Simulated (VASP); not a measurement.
# Ba4Cu3 (Pm-3m) in VASP: single point with PBE

Aim: the single point of Ba4Cu3 with PBE.

Program: VASP 6.6.1. These are calculated values, not measurements. Logs are shortened: lines on timing, memory, paths and dates and some standing lists are left out, and cuts for length are marked.

### Step 1. The cell of the first run

It takes space group Pm-3m (No. 221, cubic). The conventional cell has a = 6.086 Å, b = 6.086 Å, c = 6.086 Å, α = 90.00°, β = 90.00°, γ = 90.00°. Within 4.0 Å of Ba (site symmetry 4/mmm) lie 4 Cu at 3.04 Å. Within 4.0 Å of Ba (site symmetry m-3m) lie 6 Cu at 3.04 Å. Within 4.0 Å of Cu (site symmetry 4/mmm) lie 6 Ba at 3.04 Å.

The cell was built from a structure type or drawn by symmetry, and may not be a known phase.

### Step 2. Single point, PBE

Contents of INCAR:

```
PREC = Accurate
ENCUT = 520
EDIFF = 1E-6
ISMEAR = 0
SIGMA = 0.1
LREAL = F
LASPH = T
NELM = 60
ALGO = Fast
ISIF = 2
LWAVE = F
LCHARG = T
GGA = PE
LELF = T
LVHAR = T
NBANDS = 46
```

Contents of KPOINTS:

```
regular mesh
0
Gamma
  4 4 4
```

Contents of POSCAR:

```
Ba4Cu3
1.0
    6.0856451900      0.0000000000      0.0000000000
    0.0000000000      6.0856451900      0.0000000000
    0.0000000000      0.0000000000      6.0856451900
Ba Cu
4 3
Direct
    0.0000000000      0.5000000000      0.5000000000
    0.5000000000      0.0000000000      0.5000000000
    0.5000000000      0.5000000000      0.0000000000
    0.0000000000      0.0000000000      0.0000000000
    0.5000000000      0.0000000000      0.0000000000
    0.0000000000      0.5000000000      0.0000000000
    0.0000000000      0.0000000000      0.5000000000
```

Potentials or basis: VASP PAW PBE potentials, release 64 (Ba_sv, Cu).

The run is started by

```sh
$ cat potpaw_PBE.64/Ba_sv/POTCAR potpaw_PBE.64/Cu/POTCAR > POTCAR
$ mpirun -np 1 vasp_std > vasp.out
```

OUTCAR:

```text
PREC = Accurate
   ENCUT = 520
   EDIFF = 1E-6
   ISMEAR = 0
   LREAL = F
   LASPH = T
   NELM = 60
   ISIF = 2
   GGA = PE

 ion  position               nearest neighbor table
   1  0.000  0.500  0.500-   6 3.04   7 3.04   6 3.04   7 3.04   3 4.30   3 4.30   4 4.30   4 4.30
                             2 4.30   4 4.30   2 4.30   4 4.30   2 4.30   3 4.30   3 4.30   2 4.30
   2  0.500  0.000  0.500-   5 3.04   7 3.04   5 3.04   7 3.04   3 4.30   3 4.30   4 4.30   4 4.30
                             1 4.30   3 4.30   3 4.30   1 4.30   4 4.30   1 4.30   4 4.30   1 4.30
   3  0.500  0.500  0.000-   5 3.04   6 3.04   5 3.04   6 3.04   2 4.30   1 4.30   2 4.30   2 4.30
                             4 4.30   4 4.30   2 4.30   1 4.30   4 4.30   1 4.30   1 4.30   4 4.30
   4  0.000  0.000  0.000-   5 3.04   6 3.04   7 3.04   7 3.04   6 3.04   5 3.04   1 4.30   2 4.30
                             1 4.30   1 4.30   3 4.30   2 4.30   1 4.30   2 4.30   3 4.30   3 4.30
   5  0.500  0.000  0.000-   2 3.04   3 3.04   4 3.04   2 3.04   3 3.04   4 3.04
   6  0.000  0.500  0.000-   1 3.04   3 3.04   4 3.04   1 3.04   4 3.04   3 3.04
   7  0.000  0.000  0.500-   1 3.04   2 3.04   4 3.04   4 3.04   1 3.04   2 3.04

  LATTYP: Found a simple cubic cell.
 ALAT       =     6.0856451900

  Lattice vectors:

 A1 = (   6.0856451900,   0.0000000000,   0.0000000000)
 A2 = (   0.0000000000,   6.0856451900,   0.0000000000)
 A3 = (   0.0000000000,   0.0000000000,   6.0856451900)

Analysis of symmetry for initial positions (statically):
=====================================================================
 Subroutine PRICEL returns:
 Original cell was already a primitive cell.

 Routine SETGRP: Setting up the symmetry group for a
 simple cubic supercell.

 Subroutine GETGRP returns: Found 48 space group operations
 (whereof 48 operations were pure point group operations)
 out of a pool of 48 trial point group operations.

The static configuration has the point symmetry O_h .

Analysis of symmetry for dynamics (positions and initial velocities):
=====================================================================
 Subroutine PRICEL returns:
 Original cell was already a primitive cell.

 Routine SETGRP: Setting up the symmetry group for a
 simple cubic supercell.

 Subroutine GETGRP returns: Found 48 space group operations
 (whereof 48 operations were pure point group operations)
 out of a pool of 48 trial point group operations.

The dynamic configuration has the point symmetry O_h .

 Subroutine INISYM returns: Found 48 space group operations
 (whereof 48 operations are pure point group operations),
 and found     1 'primitive' translations

----------------------------------------------------------------------------------------

                                     Primitive cell

  volume of cell :     225.3823

  direct lattice vectors                    reciprocal lattice vectors
     6.085645190  0.000000000  0.000000000     0.164321114  0.000000000  0.000000000
     0.000000000  6.085645190  0.000000000     0.000000000  0.164321114  0.000000000
     0.000000000  0.000000000  6.085645190     0.000000000  0.000000000  0.164321114

  length of vectors
     6.085645190  6.085645190  6.085645190     0.164321114  0.164321114  0.164321114

  position of ions in fractional coordinates (direct lattice)
     0.000000000  0.500000000  0.500000000
     0.500000000  0.000000000  0.500000000
     0.500000000  0.500000000  0.000000000
     0.000000000  0.000000000  0.000000000
     0.500000000  0.000000000  0.000000000
     0.000000000  0.500000000  0.000000000
     0.000000000  0.000000000  0.500000000

  ion indices of the primitive-cell ions
   primitive index   ion index
                 1           1
                 2           2
                 3           3
                 4           4
                 5           5
                 6           6
                 7           7

----------------------------------------------------------------------------------------

 KPOINTS: regular mesh

Automatic generation of k-mesh.
 Grid dimensions read from file:
 generate k-points for:    4    4    4

 Generating k-lattice:

  Cartesian coordinates                     Fractional coordinates (reciprocal lattice)
     0.041080279  0.000000000  0.000000000     0.250000000  0.000000000  0.000000000
     0.000000000  0.041080279  0.000000000     0.000000000  0.250000000  0.000000000
     0.000000000  0.000000000  0.041080279     0.000000000  0.000000000  0.250000000

  Length of vectors
     0.041080279  0.041080279  0.041080279

  Shift w.r.t. Gamma in fractional coordinates (k-lattice)
     0.000000000  0.000000000  0.000000000

 Subroutine IBZKPT returns following result:
 ===========================================

 Found     10 irreducible k-points:

 Following reciprocal coordinates:
            Coordinates               Weight
  0.000000  0.000000  0.000000      1.000000
  0.250000  0.000000  0.000000      6.000000
  0.500000  0.000000  0.000000      3.000000
  0.250000  0.250000  0.000000     12.000000
  0.500000  0.250000  0.000000     12.000000
  0.500000  0.500000  0.000000      3.000000
  0.250000  0.250000  0.250000      8.000000
  0.500000  0.250000  0.250000     12.000000
  0.500000  0.500000  0.250000      6.000000
  0.500000  0.500000  0.500000      1.000000
   k-points           NKPTS =     10   k-points in BZ     NKDIM =     10   number of bands    NBANDS=     46
   number of dos      NEDOS =    301   number of ions     NIONS =      7
   total plane-waves  NPLWV = 110592
   dimension x,y,z NGX =    48 NGY =   48 NGZ =   48
   dimension x,y,z NGXF=    96 NGYF=   96 NGZF=   96
   ions per type =               4   3
   NGX,Y,Z   is equivalent  to a cutoff of  13.11, 13.11, 13.11 a.u.
   NGXF,Y,Z  is equivalent  to a cutoff of  26.23, 26.23, 26.23 a.u.
 SYSTEM =  unknown system
   PREC   = accura    normal or accurate (medium, high low for compatibility)
   ISTART =      0    job   : 0-new  1-cont  2-samecut
   ICHARG =      2    charge: 1-file 2-atom 10-const
   ISPIN  =      1    spin polarized calculation?
   LNONCOLLINEAR =      F non collinear calculations
   LSORBIT =      F    spin-orbit coupling
   LASPH  =      T    aspherical Exc in radial PAW
   ENCUT  =  520.0 eV  38.22 Ry    6.18 a.u.  11.32 11.32 11.32*2*pi/ulx,y,z
   NELM   =     60;   NELMIN=  2; NELMDL= -5     # of ELM steps
   EDIFF  = 0.1E-05   stopping-criterion for ELM
   LREAL  =      F    real-space projection
   EDIFFG = 0.1E-04   stopping-criterion for IOM
   NSW    =      0    number of steps for IOM
   IBRION =     -1    ionic relax: 0-MD 1-quasi-New 2-CG
   NFREE  =      0    steps in history (QN), initial steepest desc. (CG)
   ISIF   =      2    stress and relaxation
   ISYM   =      2    0-nonsym 1-usesym 2-fastsym
   POTIM  = 0.5000    time-step for ionic-motion
   TEBEG  =    0.0;   TEEND  =   0.0 temperature during run
   PSTRESS=    0.0 pullay stress
   NELECT =      73.0000    total number of electrons
   NUPDOWN=      -1.0000    fix difference up-down
   EMIN   =  10.00;   EMAX   =-10.00  energy-range for DOS
   EFERMI =   0.00;   METHOD = LEGACY
   ISMEAR =     0;   SIGMA  =   0.10  broadening in eV -4-tet -1-fermi 0-gaus
   EFERMI_NEDOS =   21; number of points for ismear=-14 and -15
   IALGO  =     68    algorithm
   IMIX   =      4    mixing-type and parameters
     AMIX     =   0.40;   BMIX     =  1.00
     AMIX_MAG =   1.60;   BMIX_MAG =  1.00
  volume/ion in A,a.u.               =      32.20       217.28
  Fermi-wavevector in a.u.,A,eV,Ry     =   1.124283  2.124588 17.197945  1.264013
  Thomas-Fermi vector in A             =   2.260954
   LORBIT       =      0    0 simple, 1 ext, 2 COOP (PROOUT), +10 PAW based schemes
   GGA     = PE    functional components
   LHFCALC =     F    Hartree Fock is set to
   AEXX    =    0.0000 exact exchange contribution
   IVDW    =     0    specifies the selected vdW correction
   LEPSILON=     F    determine dielectric tensor
   LRPA    =     F    only Hartree local field effects (RPA)
 non-spin polarized calculation
 RMM-DIIS sequential band-by-band and
 Gauss-broadening in eV      SIGMA  =   0.10
  energy-cutoff  :      520.00
  volume of cell :      225.38
 maximum number of plane-waves:      6090
 NGX is ok and might be reduce to    48
   NGX = 23   NGY = 23   NGZ = 23

 number of electron      72.9999945 magnetization

 Free energy of the ion-electron system (eV)
  ---------------------------------------------------
  ext. energy  EPLUGINS =         0.00000000
  ---------------------------------------------------
  free energy    TOTEN  =       -17.15262676 eV

  energy without entropy =      -17.12053349  energy(sigma->0) =      -17.13658013

 E-fermi :   3.4278     XC(G=0):  -9.0365

 val. band max:        3.3765100049   @ k =   0.2500   0.2500   0.2500
 cond. band min:       3.4506696653   @ k =   0.5000   0.2500   0.2500
 fundamental gap:      0.0741596604
 Fermi energy:         3.4278052364

 k-point     1 :       0.0000    0.0000    0.0000
  band No.  band energies     occupation
      1     -24.8028      2.00000
      2     -24.7265      2.00000
      3     -24.7265      2.00000
      4     -24.4015      2.00000
      5     -10.4089      2.00000
      6     -10.4089      2.00000
[... 38 lines left out ...]
     45       7.4908      0.00000
     46       7.4961      0.00000

 k-point     2 :       0.2500    0.0000    0.0000
  band No.  band energies     occupation
      1     -24.7918      2.00000
      2     -24.7357      2.00000
      3     -24.7260      2.00000
      4     -24.4026      2.00000
      5     -10.3534      2.00000
      6     -10.3534      2.00000
[... 38 lines left out ...]
     45       5.8189      0.00000
     46       5.8191      0.00000

 k-point     3 :       0.5000    0.0000    0.0000
  band No.  band energies     occupation
      1     -24.7735      2.00000
      2     -24.7522      2.00000
      3     -24.7254      2.00000
      4     -24.4036      2.00000
      5     -10.2443      2.00000
      6     -10.2443      2.00000
[... 38 lines left out ...]
     45       5.9276      0.00000
     46       5.9389      0.00000

 k-point     4 :       0.2500    0.2500    0.0000
  band No.  band energies     occupation
      1     -24.7824      2.00000
      2     -24.7380      2.00000
      3     -24.7310      2.00000
      4     -24.4033      2.00000
      5     -10.3482      2.00000
      6     -10.3100      2.00000
[... 38 lines left out ...]
     45       5.6687      0.00000
     46       6.2218      0.00000

 k-point     5 :       0.5000    0.2500    0.0000
  band No.  band energies     occupation
      1     -24.7662      2.00000
      2     -24.7508      2.00000
      3     -24.7322      2.00000
      4     -24.4040      2.00000
      5     -10.3140      2.00000
      6     -10.2837      2.00000
[... 38 lines left out ...]
     45       5.2074      0.00000
     46       5.9023      0.00000

 k-point     6 :       0.5000    0.5000    0.0000
  band No.  band energies     occupation
      1     -24.7493      2.00000
      2     -24.7493      2.00000
      3     -24.7484      2.00000
      4     -24.4045      2.00000
      5     -10.3771      2.00000
      6     -10.2796      2.00000
[... 38 lines left out ...]
     45       4.6615      0.00000
     46       5.5019      0.00000

 k-point     7 :       0.2500    0.2500    0.2500
  band No.  band energies     occupation
      1     -24.7746      2.00000
      2     -24.7374      2.00000
      3     -24.7374      2.00000
      4     -24.4036      2.00000
      5     -10.3769      2.00000
      6     -10.3582      2.00000
[... 38 lines left out ...]
     45       5.1752      0.00000
     46       5.9358      0.00000

 k-point     8 :       0.5000    0.2500    0.2500
  band No.  band energies     occupation
      1     -24.7609      2.00000
      2     -24.7498      2.00000
      3     -24.7369      2.00000
      4     -24.4040      2.00000
      5     -10.4044      2.00000
      6     -10.3935      2.00000
[... 38 lines left out ...]
     45       4.9121      0.00000
     46       5.4986      0.00000

 k-point     9 :       0.5000    0.5000    0.2500
  band No.  band energies     occupation
      1     -24.7488      2.00000
      2     -24.7488      2.00000
      3     -24.7483      2.00000
      4     -24.4039      2.00000
      5     -10.4610      2.00000
      6     -10.4363      2.00000
[... 38 lines left out ...]
     45       5.0595      0.00000
     46       5.2109      0.00000

 k-point    10 :       0.5000    0.5000    0.5000
  band No.  band energies     occupation
      1     -24.7482      2.00000
      2     -24.7482      2.00000
      3     -24.7482      2.00000
      4     -24.4033      2.00000
      5     -10.5301      2.00000
      6     -10.5301      2.00000
[... 38 lines left out ...]
     45       4.9875      0.00000
     46       4.9897      0.00000

------------------------ aborting loop because EDIFF is reached ----------------------------------------

  FORCE on cell =-STRESS in cart. coord.  units (eV):
  Direction    XX          YY          ZZ          XY          YZ          ZX
  --------------------------------------------------------------------------------------
  -------------------------------------------------------------------------------------
  Total       10.1381265     10.1381265     10.1381265      0.0000000     -0.0000000     -0.0000000
  in kB       72.0689848     72.0689848     72.0689848      0.0000000     -0.0000000     -0.0000000
  external PRESSURE =      72.0689848 kB  Pullay stress =       0.0000000 kB

 VOLUME and BASIS-vectors are now :
 -----------------------------------------------------------------------------
  energy-cutoff  :      520.00
  volume of cell :      225.38
      direct lattice vectors                 reciprocal lattice vectors
     6.085645190  0.000000000  0.000000000     0.164321114  0.000000000  0.000000000
     0.000000000  6.085645190  0.000000000     0.000000000  0.164321114  0.000000000
     0.000000000  0.000000000  6.085645190     0.000000000  0.000000000  0.164321114

 POSITION                                       TOTAL-FORCE (eV/Angst)
 -----------------------------------------------------------------------------------
      0.00000      3.04282      3.04282         0.000000      0.000000      0.000000
      3.04282      0.00000      3.04282         0.000000      0.000000      0.000000
      3.04282      3.04282      0.00000         0.000000      0.000000      0.000000
      0.00000      0.00000      0.00000         0.000000      0.000000      0.000000
      3.04282      0.00000      0.00000         0.000000      0.000000      0.000000
      0.00000      3.04282      0.00000         0.000000      0.000000      0.000000
      0.00000      0.00000      3.04282         0.000000      0.000000      0.000000
 -----------------------------------------------------------------------------------
    total drift:                                0.000000      0.000000      0.000000

  FREE ENERGIE OF THE ION-ELECTRON SYSTEM (eV)
  ---------------------------------------------------
  free  energy   TOTEN  =       -17.1526267624 eV

  energy  without entropy=      -17.1205334915  energy(sigma->0) =      -17.13658013
```

It took 6.4 min on 1 thread of Intel Xeon 8259CL, shared host; peak memory 0.37 GiB.

What came out:

- Free energy: -17.1526 eV
- Pressure: 7.2 GPa
- Band gap on the k mesh: zero (an odd number of electrons rules out a gap without spin polarisation)

Levels at points of the mesh, in eV from the Fermi level:
```csv
k point,band 35,band 36,band 37,band 38,band 39,band 40
"(0.00, 0.00, 0.00)",-1.13,0.46,0.46,0.46,1.73,1.73
"(0.50, 0.00, 0.00)",-0.65,0.58,0.64,0.64,0.69,0.89
"(0.50, 0.50, 0.00)",-1.00,-0.56,-0.26,-0.26,0.63,0.63
"(0.50, 0.50, 0.50)",-1.58,-1.04,-1.04,-1.04,0.53,0.53
```

Caveat: the cell stands under pressure; spin-orbit coupling is left out, which moves the levels of the heavy elements.
